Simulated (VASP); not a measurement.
# Ta (I4/mmm) in VASP: a series of runs

Runs on Ta. Level: PBEsol. Tasks: single point.

Everything below comes from runs of VASP 6.6.1. Logs are shortened: lines on timing, memory, paths and dates and some standing lists are left out, and cuts for length are marked.

### Step 1. The cell of the first run

It takes space group I4/mmm (No. 139, tetragonal). Conventional cell: a = 2.748 Å, b = 2.748 Å, c = 4.302 Å, α = 90.00°, β = 90.00°, γ = 90.00°. Within 3.6 Å of Ta (site symmetry 4/mmm) lie 12 Ta at 2.75 to 2.90 Å.

### Step 2. Single point, PBEsol (16.24 Å³/atom)

INCAR reads:

```
  PREC = Accurate
  ENCUT = 520
  EDIFF = 1E-6
  ISMEAR = 0
  SIGMA = 0.15
  LREAL = F
  LASPH = T
  NELM = 80
  ALGO = Fast
  ISIF = 2
  LWAVE = F
  LCHARG = F
  GGA = PS
  NBANDS = 12
```

KPOINTS reads:

```
regular mesh
0
Gamma
  22 22 22
```

POSCAR reads:

```
Ta
1.0
   -1.3737920556      1.3737920556      2.1510836006
    1.3737920556     -1.3737920556      2.1510836006
    1.3737920556      1.3737920556     -2.1510836006
Ta
1
Direct
    0.0000000000      0.0000000000      0.0000000000
```

Potentials or basis: VASP PAW PBE potentials, release 64 (Ta_pv).

On the command line:

```console
$ cat potpaw_PBE.64/Ta_pv/POTCAR > POTCAR
$ mpirun -np 1 vasp_std > vasp.out
```

OUTCAR:

```text
PREC = Accurate
   ENCUT = 520
   EDIFF = 1E-6
   ISMEAR = 0
   LREAL = F
   LASPH = T
   NELM = 80
   ISIF = 2
   GGA = PS

 ion  position               nearest neighbor table
   1  0.000  0.000  0.000-

  LATTYP: Found a body centered tetragonal cell.
 ALAT       =     2.7475841112
 C/A-ratio  =     1.5658000000

  Lattice vectors:

 A1 = (  -1.3737920556,   1.3737920556,   2.1510836006)
 A2 = (   1.3737920556,  -1.3737920556,   2.1510836006)
 A3 = (   1.3737920556,   1.3737920556,  -2.1510836006)

Analysis of symmetry for initial positions (statically):
=====================================================================
 Subroutine PRICEL returns:
 Original cell was already a primitive cell.

 Routine SETGRP: Setting up the symmetry group for a
 body centered tetragonal supercell.

 Subroutine GETGRP returns: Found 16 space group operations
 (whereof 16 operations were pure point group operations)
 out of a pool of 16 trial point group operations.

The static configuration has the point symmetry D_4h.

Analysis of symmetry for dynamics (positions and initial velocities):
=====================================================================
 Subroutine PRICEL returns:
 Original cell was already a primitive cell.

 Routine SETGRP: Setting up the symmetry group for a
 body centered tetragonal supercell.

 Subroutine GETGRP returns: Found 16 space group operations
 (whereof 16 operations were pure point group operations)
 out of a pool of 16 trial point group operations.

The dynamic configuration has the point symmetry D_4h.

 Subroutine INISYM returns: Found 16 space group operations
 (whereof 16 operations are pure point group operations),
 and found     1 'primitive' translations

----------------------------------------------------------------------------------------

                                     Primitive cell

  volume of cell :      16.2390

  direct lattice vectors                    reciprocal lattice vectors
    -1.373792056  1.373792056  2.151083601     0.000000000  0.363956101  0.232440989
     1.373792056 -1.373792056  2.151083601     0.363956101  0.000000000  0.232440989
     1.373792056  1.373792056 -2.151083601     0.363956101  0.363956101  0.000000000

  length of vectors
     2.898580667  2.898580667  2.898580667     0.431848187  0.431848187  0.514711654

  position of ions in fractional coordinates (direct lattice)
     0.000000000  0.000000000  0.000000000

  ion indices of the primitive-cell ions
   primitive index   ion index
                 1           1

----------------------------------------------------------------------------------------

 KPOINTS: regular mesh

Automatic generation of k-mesh.
 Grid dimensions read from file:
 generate k-points for:   22   22   22

 Generating k-lattice:

  Cartesian coordinates                     Fractional coordinates (reciprocal lattice)
     0.000000000  0.016543459  0.010565500     0.045454545  0.000000000  0.000000000
     0.016543459  0.000000000  0.010565500     0.000000000  0.045454545  0.000000000
     0.016543459  0.016543459  0.000000000     0.000000000  0.000000000  0.045454545

  Length of vectors
     0.019629463  0.019629463  0.023395984

  Shift w.r.t. Gamma in fractional coordinates (k-lattice)
     0.000000000  0.000000000  0.000000000

 Subroutine IBZKPT returns following result:
 ===========================================

 Found    834 irreducible k-points:

 Following reciprocal coordinates:
            Coordinates               Weight
  0.000000  0.000000  0.000000      1.000000
  0.045455 -0.000000  0.000000      8.000000
  0.090909 -0.000000  0.000000      8.000000
  0.136364 -0.000000  0.000000      8.000000
  0.181818 -0.000000  0.000000      8.000000
  0.227273 -0.000000  0.000000      8.000000
[... 16 lines left out ...]
  0.500000  0.045455  0.000000     16.000000
 -0.454545  0.045455 -0.000000     16.000000
 [... further k-points ...]
   k-points           NKPTS =    834   k-points in BZ     NKDIM =    834   number of bands    NBANDS=     12
   number of dos      NEDOS =    301   number of ions     NIONS =      1
   total plane-waves  NPLWV =  13824
   dimension x,y,z NGX =    24 NGY =   24 NGZ =   24
   dimension x,y,z NGXF=    48 NGYF=   48 NGZF=   48
   ions per type =               1
   NGX,Y,Z   is equivalent  to a cutoff of  13.77, 13.77, 13.77 a.u.
   NGXF,Y,Z  is equivalent  to a cutoff of  27.53, 27.53, 27.53 a.u.
 SYSTEM =  unknown system
   PREC   = accura    normal or accurate (medium, high low for compatibility)
   ISTART =      0    job   : 0-new  1-cont  2-samecut
   ICHARG =      2    charge: 1-file 2-atom 10-const
   ISPIN  =      1    spin polarized calculation?
   LNONCOLLINEAR =      F non collinear calculations
   LSORBIT =      F    spin-orbit coupling
   LASPH  =      T    aspherical Exc in radial PAW
   ENCUT  =  520.0 eV  38.22 Ry    6.18 a.u.   5.39  5.39  5.39*2*pi/ulx,y,z
   NELM   =     80;   NELMIN=  2; NELMDL= -5     # of ELM steps
   EDIFF  = 0.1E-05   stopping-criterion for ELM
   LREAL  =      F    real-space projection
   EDIFFG = 0.1E-04   stopping-criterion for IOM
   NSW    =      0    number of steps for IOM
   IBRION =     -1    ionic relax: 0-MD 1-quasi-New 2-CG
   NFREE  =      0    steps in history (QN), initial steepest desc. (CG)
   ISIF   =      2    stress and relaxation
   ISYM   =      2    0-nonsym 1-usesym 2-fastsym
   POTIM  = 0.5000    time-step for ionic-motion
   TEBEG  =    0.0;   TEEND  =   0.0 temperature during run
   PSTRESS=    0.0 pullay stress
   NELECT =      11.0000    total number of electrons
   NUPDOWN=      -1.0000    fix difference up-down
   EMIN   =  10.00;   EMAX   =-10.00  energy-range for DOS
   EFERMI =   0.00;   METHOD = LEGACY
   ISMEAR =     0;   SIGMA  =   0.15  broadening in eV -4-tet -1-fermi 0-gaus
   EFERMI_NEDOS =   21; number of points for ismear=-14 and -15
   IALGO  =     68    algorithm
   IMIX   =      4    mixing-type and parameters
     AMIX     =   0.40;   BMIX     =  1.00
     AMIX_MAG =   1.60;   BMIX_MAG =  1.00
  volume/ion in A,a.u.               =      16.24       109.59
  Fermi-wavevector in a.u.,A,eV,Ry     =   1.437759  2.716970 28.125279  2.067150
  Thomas-Fermi vector in A             =   2.556801
   LORBIT       =      0    0 simple, 1 ext, 2 COOP (PROOUT), +10 PAW based schemes
   GGA     = PS    functional components
   LHFCALC =     F    Hartree Fock is set to
   AEXX    =    0.0000 exact exchange contribution
   IVDW    =     0    specifies the selected vdW correction
   LEPSILON=     F    determine dielectric tensor
   LRPA    =     F    only Hartree local field effects (RPA)
 non-spin polarized calculation
 RMM-DIIS sequential band-by-band and
 Gauss-broadening in eV      SIGMA  =   0.15
  energy-cutoff  :      520.00
  volume of cell :       16.24
 maximum number of plane-waves:       453
 NGX is ok and might be reduce to    24
   NGX = 11   NGY = 11   NGZ = 11

 number of electron      11.0000001 magnetization

 Free energy of the ion-electron system (eV)
  ---------------------------------------------------
  ext. energy  EPLUGINS =         0.00000000
  ---------------------------------------------------
  free energy    TOTEN  =       -12.19679247 eV

  energy without entropy =      -12.18359583  energy(sigma->0) =      -12.19019415

 E-fermi :   6.5626     XC(G=0): -13.2663

 val. band max:        6.5607216961   @ k =   0.3636   0.2727   0.1818
 cond. band min:       6.5640218972   @ k =   0.3182   0.0455   0.0455
 fundamental gap:      0.0033002012
 Fermi energy:         6.5625957206

 k-point     1 :       0.0000    0.0000    0.0000
  band No.  band energies     occupation
      1     -26.4576      2.00000
      2     -26.3843      2.00000
      3     -26.3843      2.00000
      4      -2.1221      2.00000
      5       6.0075      2.00000
      6       7.5780      0.00000
      7       7.5780      0.00000
      8       9.2738      0.00000
      9      11.7369      0.00000
     10      19.7067      0.00000
     11      21.2004      0.00000
     12      22.9145      0.00000

 k-point     2 :       0.0455   -0.0000    0.0000
  band No.  band energies     occupation
      1     -26.4737      2.00000
      2     -26.4127      2.00000
      3     -26.3864      2.00000
      4      -2.0208      2.00000
      5       6.0320      2.00000
      6       7.5028      0.00000
      7       7.6270      0.00000
      8       9.2498      0.00000
      9      11.6580      0.00000
     10      19.9209      0.00000
     11      21.2002      0.00000
     12      23.0067      0.00000

 k-point     3 :       0.0909   -0.0000    0.0000
  band No.  band energies     occupation
      1     -26.5578      2.00000
      2     -26.4572      2.00000
      3     -26.3925      2.00000
      4      -1.7254      2.00000
      5       6.0785      1.99999
      6       7.3106      0.00000
      7       7.7660      0.00000
      8       9.2136      0.00000
      9      11.4468      0.00000
     10      20.5048      0.00000
     11      21.1995      0.00000
     12      23.0985      0.00000

 k-point     4 :       0.1364   -0.0000    0.0000
  band No.  band energies     occupation
      1     -26.7217      2.00000
      2     -26.4927      2.00000
      3     -26.4021      2.00000
      4      -1.2627      2.00000
      5       6.0706      2.00000
      6       7.0889      0.00000
      7       7.9670      0.00000
      8       9.2559      0.00000
      9      11.1737      0.00000
     10      21.1741      0.00000
     11      21.2197      0.00000
     12      22.8488      0.00000

 k-point     5 :       0.1818   -0.0000    0.0000
  band No.  band energies     occupation
      1     -26.9325      2.00000
      2     -26.5320      2.00000
      3     -26.4143      2.00000
      4      -0.6796      2.00000
      5       5.9550      2.00000
      6       6.9080      0.00113
      7       8.1706      0.00000
      8       9.4801      0.00000
      9      10.9457      0.00000
     10      21.0814      0.00000
     11      21.2337      0.00000
     12      23.2117      0.00000
[... 228 lines left out ...]
      1     -27.9777      2.00000
      2     -26.7402      2.00000
      3     -26.5096      2.00000
      4       1.4174      2.00000
      5       5.9815      2.00000
      6       7.1747      0.00000
      7       7.7366      0.00000
      8      12.7052      0.00000
      9      13.3333      0.00000
     10      18.6852      0.00000
     11      20.4752      0.00000
     12      21.2489      0.00000

 k-point    22 :       0.4545    0.0455    0.0000
  band No.  band energies     occupation
      1     -28.0532      2.00000
      2     -26.7549      2.00000
      3     -26.5122      2.00000
      4       1.4339      2.00000
      5       5.9502      2.00000
      6       7.2302      0.00000
      7       7.9744      0.00000
      8      13.0938      0.00000
      9      13.7289      0.00000
     10      18.7814      0.00000
     11      19.5550      0.00000
     12      21.2290      0.00000

 k-point    23 :       0.5000    0.0455    0.0000
  band No.  band energies     occupation
      1     -28.0692      2.00000
      2     -26.7578      2.00000
      3     -26.5103      2.00000
      4       1.4351      2.00000
      5       5.9707      2.00000
      6       7.2013      0.00000
      7       8.0156      0.00000
      8      13.1233      0.00000
      9      13.8596      0.00000
     10      18.8356      0.00000
     11      19.4149      0.00000
     12      21.2284      0.00000

 k-point    24 :      -0.4545    0.0455   -0.0000
  band No.  band energies     occupation
      1     -28.0245      2.00000
      2     -26.7488      2.00000
      3     -26.5040      2.00000
      4       1.4284      2.00000
      5       6.0391      2.00000
      6       7.1367      0.00000
      7       7.7937      0.00000
      8      12.8290      0.00000
      9      13.6360      0.00000
     10      18.6469      0.00000
     11      20.2531      0.00000
     12      21.2415      0.00000

 [... further k-points ...]

------------------------ aborting loop because EDIFF is reached ----------------------------------------

  FORCE on cell =-STRESS in cart. coord.  units (eV):
  Direction    XX          YY          ZZ          XY          YZ          ZX
  --------------------------------------------------------------------------------------
  -------------------------------------------------------------------------------------
  Total        2.2589721      2.2589721      3.6832737      0.0000000      0.0000000      0.0000000
  in kB      222.8754175    222.8754175    363.4003134      0.0000000      0.0000000      0.0000000
  external PRESSURE =     269.7170495 kB  Pullay stress =       0.0000000 kB

 VOLUME and BASIS-vectors are now :
 -----------------------------------------------------------------------------
  energy-cutoff  :      520.00
  volume of cell :       16.24
      direct lattice vectors                 reciprocal lattice vectors
    -1.373792056  1.373792056  2.151083601     0.000000000  0.363956101  0.232440989
     1.373792056 -1.373792056  2.151083601     0.363956101  0.000000000  0.232440989
     1.373792056  1.373792056 -2.151083601     0.363956101  0.363956101  0.000000000

 POSITION                                       TOTAL-FORCE (eV/Angst)
 -----------------------------------------------------------------------------------
      0.00000      0.00000      0.00000        -0.000000     -0.000000      0.000000
 -----------------------------------------------------------------------------------
    total drift:                                0.000000      0.000000     -0.000000

  FREE ENERGIE OF THE ION-ELECTRON SYSTEM (eV)
  ---------------------------------------------------
  free  energy   TOTEN  =       -12.1967924732 eV

  energy  without entropy=      -12.1835958317  energy(sigma->0) =      -12.19019415
```

It took 3 min on 1 thread of Intel Xeon 8259CL, shared host; peak memory 0.27 GiB.

Results:

```
Free energy            : -12.1968 eV
Pressure               : 27.0 GPa
Band gap on the k mesh : zero (an odd number of electrons rules out a gap without spin polarisation)
```

Levels at points of the mesh, in eV from the Fermi level:
```csv
k point,band 3,band 4,band 5,band 6,band 7,band 8
"(0.00, 0.00, 0.00)",-32.95,-8.68,-0.56,1.02,1.02,2.71
"(0.50, 0.00, 0.00)",-33.05,-5.22,-0.65,0.96,1.39,6.49
"(0.50, 0.50, 0.00)",-33.49,-5.23,-4.10,4.64,6.54,6.74
"(0.50, 0.50, 0.50)",-33.37,-5.28,-3.91,2.63,7.14,7.72
```

Caveat: the stress differs along the axes, from 22 to 36 GPa; the PAW data sets were made with another functional, which shifts forces and pressure a little; spin-orbit coupling is left out, which moves the levels of the heavy elements.

[end of part 1 of 2]
